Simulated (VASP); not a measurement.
# LiH (Fm-3m) in VASP: a series of runs

The runs below take LiH through single point, with LDA.

All numbers are computed with VASP 6.6.1; they aren't measurements. Logs are shortened: lines on timing, memory, paths and dates and some standing lists are left out, and cuts for length are marked.

### 1 The cell of the first run

The structure is cubic, space group Fm-3m (No. 225). The conventional cell has a = 3.962 Å, b = 3.962 Å, c = 3.962 Å, α = 90.00°, β = 90.00°, γ = 90.00°. Within 2.6 Å of Li (site symmetry m-3m) lie 6 H at 1.98 Å. Within 2.6 Å of H (site symmetry m-3m) lie 6 Li at 1.98 Å.

### 2 Single point, LDA

The input, INCAR:

```
  ALGO = Normal
  EDIFF = 1E-6
  ENCUT = 520
  GGA = CA
  ISIF = 2
  ISMEAR = 1
  LASPH = True
  LCHARG = False
  LREAL = False
  LWAVE = False
  NBANDS = 9
  NELM = 80
  PREC = Accurate
  SIGMA = 0.1
```

The input, KPOINTS:

```
k-points
0
Gamma
  8 8 8
```

The input, POSCAR:

```
LiH
1.0
    0.0000000000      1.9809202918      1.9809202918
    1.9809202918      0.0000000000      1.9809202918
    1.9809202918      1.9809202918      0.0000000000
Li H
1 1
Direct
    0.0000000000      0.0000000000      0.0000000000
    0.5000000000      0.5000000000      0.5000000000
```

Potentials or basis: VASP PAW LDA potentials, release 64 (Li_sv, H).

The run is started by

```
$ cat potpaw_LDA.64/Li_sv/POTCAR potpaw_LDA.64/H/POTCAR > POTCAR
$ mpirun -np 1 vasp_std > vasp.out
```

OUTCAR:

```text
EDIFF = 1E-6
   ENCUT = 520
   GGA = CA
   ISIF = 2
   ISMEAR = 1
   LASPH = True
   LREAL = False
   NELM = 80
   PREC = Accurate

 ion  position               nearest neighbor table
   1  0.000  0.000  0.000-
   2  0.500  0.500  0.500-

  LATTYP: Found a face centered cubic cell.
 ALAT       =     3.9618405836

  Lattice vectors:

 A1 = (   0.0000000000,   1.9809202918,   1.9809202918)
 A2 = (   1.9809202918,   0.0000000000,   1.9809202918)
 A3 = (   1.9809202918,   1.9809202918,   0.0000000000)

Analysis of symmetry for initial positions (statically):
=====================================================================
 Subroutine PRICEL returns:
 Original cell was already a primitive cell.

 Routine SETGRP: Setting up the symmetry group for a
 face centered cubic supercell.

 Subroutine GETGRP returns: Found 48 space group operations
 (whereof 48 operations were pure point group operations)
 out of a pool of 48 trial point group operations.

The static configuration has the point symmetry O_h .

Analysis of symmetry for dynamics (positions and initial velocities):
=====================================================================
 Subroutine PRICEL returns:
 Original cell was already a primitive cell.

 Routine SETGRP: Setting up the symmetry group for a
 face centered cubic supercell.

 Subroutine GETGRP returns: Found 48 space group operations
 (whereof 48 operations were pure point group operations)
 out of a pool of 48 trial point group operations.

The dynamic configuration has the point symmetry O_h .

 Subroutine INISYM returns: Found 48 space group operations
 (whereof 48 operations are pure point group operations),
 and found     1 'primitive' translations

----------------------------------------------------------------------------------------

                                     Primitive cell

  volume of cell :      15.5464

  direct lattice vectors                    reciprocal lattice vectors
     0.000000000  1.980920292  1.980920292    -0.252407935  0.252407935  0.252407935
     1.980920292  0.000000000  1.980920292     0.252407935 -0.252407935  0.252407935
     1.980920292  1.980920292  0.000000000     0.252407935  0.252407935 -0.252407935

  length of vectors
     2.801444343  2.801444343  2.801444343     0.437183367  0.437183367  0.437183367

  position of ions in fractional coordinates (direct lattice)
     0.000000000  0.000000000  0.000000000
     0.500000000  0.500000000  0.500000000

  ion indices of the primitive-cell ions
   primitive index   ion index
                 1           1
                 2           2

----------------------------------------------------------------------------------------

 KPOINTS: k-points

Automatic generation of k-mesh.
 Grid dimensions read from file:
 generate k-points for:    8    8    8

 Generating k-lattice:

  Cartesian coordinates                     Fractional coordinates (reciprocal lattice)
    -0.031550992  0.031550992  0.031550992     0.125000000  0.000000000  0.000000000
     0.031550992 -0.031550992  0.031550992     0.000000000  0.125000000  0.000000000
     0.031550992  0.031550992 -0.031550992     0.000000000  0.000000000  0.125000000

  Length of vectors
     0.054647921  0.054647921  0.054647921

  Shift w.r.t. Gamma in fractional coordinates (k-lattice)
     0.000000000  0.000000000  0.000000000

 Subroutine IBZKPT returns following result:
 ===========================================

 Found     29 irreducible k-points:

 Following reciprocal coordinates:
            Coordinates               Weight
  0.000000  0.000000  0.000000      1.000000
  0.125000  0.000000  0.000000      8.000000
  0.250000  0.000000  0.000000      8.000000
  0.375000  0.000000  0.000000      8.000000
  0.500000  0.000000  0.000000      4.000000
  0.125000  0.125000  0.000000      6.000000
[... 16 lines left out ...]
  0.500000  0.250000  0.125000     48.000000
 -0.375000  0.250000  0.125000     24.000000
 [... further k-points ...]
   k-points           NKPTS =     29   k-points in BZ     NKDIM =     29   number of bands    NBANDS=      9
   number of dos      NEDOS =    301   number of ions     NIONS =      2
   total plane-waves  NPLWV =  13824
   dimension x,y,z NGX =    24 NGY =   24 NGZ =   24
   dimension x,y,z NGXF=    48 NGYF=   48 NGZF=   48
   ions per type =               1   1
   NGX,Y,Z   is equivalent  to a cutoff of  14.24, 14.24, 14.24 a.u.
   NGXF,Y,Z  is equivalent  to a cutoff of  28.48, 28.48, 28.48 a.u.
 SYSTEM =  unknown system
   PREC   = accura    normal or accurate (medium, high low for compatibility)
   ISTART =      0    job   : 0-new  1-cont  2-samecut
   ICHARG =      2    charge: 1-file 2-atom 10-const
   ISPIN  =      1    spin polarized calculation?
   LNONCOLLINEAR =      F non collinear calculations
   LSORBIT =      F    spin-orbit coupling
   LASPH  =      T    aspherical Exc in radial PAW
   ENCUT  =  520.0 eV  38.22 Ry    6.18 a.u.   5.21  5.21  5.21*2*pi/ulx,y,z
   NELM   =     80;   NELMIN=  2; NELMDL= -5     # of ELM steps
   EDIFF  = 0.1E-05   stopping-criterion for ELM
   LREAL  =      F    real-space projection
   EDIFFG = 0.1E-04   stopping-criterion for IOM
   NSW    =      0    number of steps for IOM
   IBRION =     -1    ionic relax: 0-MD 1-quasi-New 2-CG
   NFREE  =      0    steps in history (QN), initial steepest desc. (CG)
   ISIF   =      2    stress and relaxation
   ISYM   =      2    0-nonsym 1-usesym 2-fastsym
   POTIM  = 0.5000    time-step for ionic-motion
   TEBEG  =    0.0;   TEEND  =   0.0 temperature during run
   PSTRESS=    0.0 pullay stress
   NELECT =       4.0000    total number of electrons
   NUPDOWN=      -1.0000    fix difference up-down
   EMIN   =  10.00;   EMAX   =-10.00  energy-range for DOS
   EFERMI =   0.00;   METHOD = LEGACY
   ISMEAR =     1;   SIGMA  =   0.10  broadening in eV -4-tet -1-fermi 0-gaus
   EFERMI_NEDOS =   21; number of points for ismear=-14 and -15
   IALGO  =     38    algorithm
   IMIX   =      4    mixing-type and parameters
     AMIX     =   0.40;   BMIX     =  1.00
     AMIX_MAG =   1.60;   BMIX_MAG =  1.00
  volume/ion in A,a.u.               =       7.77        52.46
  Fermi-wavevector in a.u.,A,eV,Ry     =   1.041241  1.967660 14.751196  1.084182
  Thomas-Fermi vector in A             =   2.175853
   LORBIT       =      0    0 simple, 1 ext, 2 COOP (PROOUT), +10 PAW based schemes
   GGA     = CA    functional components
   LHFCALC =     F    Hartree Fock is set to
   AEXX    =    0.0000 exact exchange contribution
   IVDW    =     0    specifies the selected vdW correction
   LEPSILON=     F    determine dielectric tensor
   LRPA    =     F    only Hartree local field effects (RPA)
 non-spin polarized calculation
 Methfessel and Paxton  Order N= 1 SIGMA  =   0.10
  energy-cutoff  :      520.00
  volume of cell :       15.55
 maximum number of plane-waves:       444
 NGX is ok and might be reduce to    24
   NGX = 11   NGY = 11   NGZ = 11

 number of electron       3.9999998 magnetization

 Free energy of the ion-electron system (eV)
  ---------------------------------------------------
  ext. energy  EPLUGINS =         0.00000000
  ---------------------------------------------------
  free energy    TOTEN  =        -6.49324308 eV

  energy without entropy =       -6.49330611  energy(sigma->0) =       -6.49326409

 E-fermi :   0.4580     XC(G=0):  -8.9228

 val. band max:        0.3799733363   @ k =   0.5000   0.5000   0.0000
 cond. band min:       2.9521344029   @ k =   0.5000   0.5000   0.0000
 fundamental gap:      2.5721610666
 Fermi energy:         0.4580102224

 k-point     1 :       0.0000    0.0000    0.0000
  band No.  band energies     occupation
      1     -43.0651      2.00000
      2      -5.3108      2.00000
      3      16.9656      0.00000
      4      18.1332      0.00000
      5      18.1332      0.00000
      6      18.1332      0.00000
      7      23.0372      0.00000
      8      23.0372      0.00000
      9      23.0372      0.00000

 k-point     2 :       0.1250    0.0000    0.0000
  band No.  band energies     occupation
      1     -43.0564      2.00000
      2      -5.0358      2.00000
      3      14.3472      0.00000
      4      17.1231      0.00000
      5      17.5745      0.00000
      6      17.5745      0.00000
      7      22.5857      0.00000
      8      24.2249      0.00000
      9      24.2249      0.00000

 k-point     3 :       0.2500    0.0000    0.0000
  band No.  band energies     occupation
      1     -43.0352      2.00000
      2      -4.2455      2.00000
      3      10.0200      0.00000
      4      15.6557      0.00000
      5      16.8584      0.00000
      6      16.8584      0.00000
      7      22.6216      0.00000
      8      22.6216      0.00000
      9      24.0715      0.00000

 k-point     4 :       0.3750    0.0000    0.0000
  band No.  band energies     occupation
      1     -43.0140      2.00000
      2      -3.1423      2.00000
      3       6.5595      0.00000
      4      14.5864      0.00000
      5      16.6160      0.00000
      6      16.6160      0.00000
      7      20.4139      0.00000
      8      20.4139      0.00000
      9      26.3630      0.00000
[... 205 lines left out ...]
 k-point    22 :       0.3750    0.2500    0.1250
  band No.  band energies     occupation
      1     -43.0197      2.00000
      2      -3.4618      2.00000
      3       9.9849      0.00000
      4      10.4573      0.00000
      5      14.5090      0.00000
      6      17.9522      0.00000
      7      20.5249      0.00000
      8      24.4086      0.00000
      9      28.2927      0.00000

 k-point    23 :       0.5000    0.2500    0.1250
  band No.  band energies     occupation
      1     -43.0029      2.00000
      2      -2.2664      2.00000
      3       6.7342      0.00000
      4       9.3821      0.00000
      5      13.8257      0.00000
      6      17.1373      0.00000
      7      22.7980      0.00000
      8      24.8926      0.00000
      9      27.7670      0.00000

 k-point    24 :      -0.3750    0.2500    0.1250
  band No.  band energies     occupation
      1     -42.9959      2.00000
      2      -1.5244      2.00000
      3       5.2029      0.00000
      4       9.0884      0.00000
      5      13.5737      0.00000
      6      16.7277      0.00000
      7      23.6010      0.00000
      8      26.7278      0.00000
      9      27.8781      0.00000

 [... further k-points ...]

------------------------ aborting loop because EDIFF is reached ----------------------------------------

  FORCE on cell =-STRESS in cart. coord.  units (eV):
  Direction    XX          YY          ZZ          XY          YZ          ZX
  --------------------------------------------------------------------------------------
  -------------------------------------------------------------------------------------
  Total       -0.1675840     -0.1675840     -0.1675840      0.0000000     -0.0000000      0.0000000
  in kB      -17.2707923    -17.2707923    -17.2707923      0.0000000     -0.0000000      0.0000000
  external PRESSURE =     -17.2707923 kB  Pullay stress =       0.0000000 kB

 VOLUME and BASIS-vectors are now :
 -----------------------------------------------------------------------------
  energy-cutoff  :      520.00
  volume of cell :       15.55
      direct lattice vectors                 reciprocal lattice vectors
     0.000000000  1.980920292  1.980920292    -0.252407935  0.252407935  0.252407935
     1.980920292  0.000000000  1.980920292     0.252407935 -0.252407935  0.252407935
     1.980920292  1.980920292  0.000000000     0.252407935  0.252407935 -0.252407935

 POSITION                                       TOTAL-FORCE (eV/Angst)
 -----------------------------------------------------------------------------------
      0.00000      0.00000      0.00000        -0.000000      0.000000     -0.000000
      1.98092      1.98092      1.98092         0.000000     -0.000000      0.000000
 -----------------------------------------------------------------------------------
    total drift:                                0.000000     -0.000000     -0.000000

  FREE ENERGIE OF THE ION-ELECTRON SYSTEM (eV)
  ---------------------------------------------------
  free  energy   TOTEN  =        -6.4932430849 eV

  energy  without entropy=       -6.4933061109  energy(sigma->0) =       -6.49326409
```

It took 3 s on 1 thread of Intel Xeon Platinum 8375C at 2.90GHz (Ice Lake), shared host; peak memory 0.12 GiB.

Results:

| Property | Result |
| --- | --- |
| Free energy | -6.4932 eV |
| Band gap on the k mesh | 2.57 eV, direct |

Levels at points of the mesh, in eV from the valence-band top:
```tsv
k point	band 1	band 2	band 3	band 4	band 5	band 6	band 7
(0.00, 0.00, 0.00)	-43.45	-5.69	16.59	17.75	17.75	17.75	22.66
(0.50, 0.00, 0.00)	-43.39	-2.87	4.72	13.83	16.28	16.28	19.15
(0.50, 0.50, 0.00)	-43.37	0.00	2.57	10.56	10.56	13.87	17.48
```

Caveat: the cutoff is under 1.25 times the usual one of these potentials, so pressure, stress and relaxed cells hold a basis-set (Pulay) error. A k mesh can miss the band edges.

### 3 Single point, LDA

This run uses another cell than the first one, of 8.00 Å³/atom, 1.029 times its volume.

The input, INCAR:

```
SYSTEM = LiH
PREC     = Accurate       ! precision mode
ENCUT    = 520            ! plane-wave cutoff, eV
EDIFF    = 1E-6           ! SCF threshold, eV
ISMEAR   = 1              ! smearing method
SIGMA    = 0.1            ! smearing width, eV
LREAL    = .FALSE.        ! projectors in reciprocal space
LASPH    = .TRUE.         ! aspherical terms in the spheres
NELM     = 100            ! most SCF steps
ALGO     = Normal         ! electronic algorithm
ISIF     = 2              ! what is computed and relaxed
LWAVE    = .FALSE.        ! write WAVECAR
LCHARG   = .FALSE.        ! write CHGCAR
GGA      = CA             ! functional
NBANDS   = 9              ! bands
```

The input, KPOINTS:

```
Automatic mesh
0
G
  8 8 8
  0 0 0
```

The input, POSCAR:

```
LiH
1.0
    0.0000000000      1.9998776187      1.9998776187
    1.9998776187      0.0000000000      1.9998776187
    1.9998776187      1.9998776187      0.0000000000
Li H
1 1
Direct
    0.0000000000      0.0000000000      0.0000000000
    0.5000000000      0.5000000000      0.5000000000
```

Potentials or basis: VASP PAW LDA potentials, release 64 (Li_sv, H).

The run is started by

```
$ cat potpaw_LDA.64/Li_sv/POTCAR potpaw_LDA.64/H/POTCAR > POTCAR
$ mpirun -np 1 vasp_std > vasp.out
```

It took 3 s on 1 thread of Intel Xeon Platinum 8375C at 2.90GHz (Ice Lake), shared host; peak memory 0.11 GiB.

It converged, with:

| Item | Value |
| --- | --- |
| Free energy | -6.4877 eV |
| Band gap on the k mesh | 2.60 eV, direct |

Levels at points of the mesh, in eV from the valence-band top:
```
           k point  band 1  band 2  band 3  band 4  band 5
(0.00, 0.00, 0.00)  -43.46   -5.58   16.21   17.47   17.47
(0.50, 0.00, 0.00)  -43.41   -2.78    4.65   13.58   16.03
(0.50, 0.50, 0.00)  -43.39    0.00    2.60   10.42   10.42
```

Caveat: the cutoff is under 1.25 times the usual one of these potentials, so pressure, stress and relaxed cells hold a basis-set (Pulay) error.

[end of part 1 of 2]
